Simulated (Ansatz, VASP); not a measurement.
**One calculation of ZrZn, two programs**

INCAR

```
SYSTEM = ZrZn
PREC     = Accurate       ! precision mode
ENCUT    = 520            ! plane-wave cutoff, eV
EDIFF    = 1E-6           ! SCF threshold, eV
ISMEAR   = -1             ! smearing method
SIGMA    = 0.15           ! smearing width, eV
LREAL    = .FALSE.        ! projectors in reciprocal space
LASPH    = .TRUE.         ! aspherical terms in the spheres
NELM     = 60             ! most SCF steps
ALGO     = Fast           ! electronic algorithm
ISIF     = 2              ! what is computed and relaxed
LWAVE    = .FALSE.        ! write WAVECAR
LCHARG   = .FALSE.        ! write CHGCAR
NBANDS   = 19             ! bands
```

Contents of KPOINTS:

```
regular mesh
0
G
  12 12 12
  0 0 0
```

The input POSCAR:

```
ZrZn
1.0
    3.2389424442      0.0000000000      0.0000000000
    0.0000000000      3.2389424442      0.0000000000
    0.0000000000      0.0000000000      3.2389424442
Zr Zn
1 1
Direct
    0.5000000000      0.5000000000      0.5000000000
    0.0000000000      0.0000000000      0.0000000000
```

Input for Ansatz:

```yaml
crystal:
  lattice:
    - [3.2389424442, 0.0, 0.0]
    - [0.0, 3.2389424442, 0.0]
    - [0.0, 0.0, 3.2389424442]
  atoms:
    - { symbol: Zr, position: [0.5, 0.5, 0.5] }
    - { symbol: Zn, position: [0.0, 0.0, 0.0] }
basis:
  ecutwfc: 420
kpoints:
  mp_grid: { grid: [12, 12, 12] }
hamiltonian:
  xc: lda
scf:
  occupations: { method: fermi_dirac, width: 0.15 }
output:
  forces: true
  stress: true
  eigenvalues: true
```

Alike in both runs: task single point; functional LDA; k mesh 12 × 12 × 12; occupations fermi-dirac, width 0.15 eV; no spin polarisation.

|  | VASP | Ansatz |
| --- | --- | --- |
| version | VASP 6.6.1 | Ansatz 0.2.0 |
| potentials or method | VASP PAW LDA potentials, release 64 (Zr_sv, Zn), cutoff 520 eV | scalar-relativistic, plane waves, PAW |
| valence electrons in the cell | 24 | 24 |

|  | VASP | Ansatz | Ansatz less VASP |
| --- | --- | --- | --- |
| gap on the k mesh at the Fermi level (eV) | none | none | - |
| pressure (GPa) | 3.1 | 2.6 | -0.44 |

LDA's correlation is that of Perdew and Zunger in VASP and of Perdew and Wang (1992) in Ansatz. A gap of «none» marks a metal or a gap that the smearing closes.
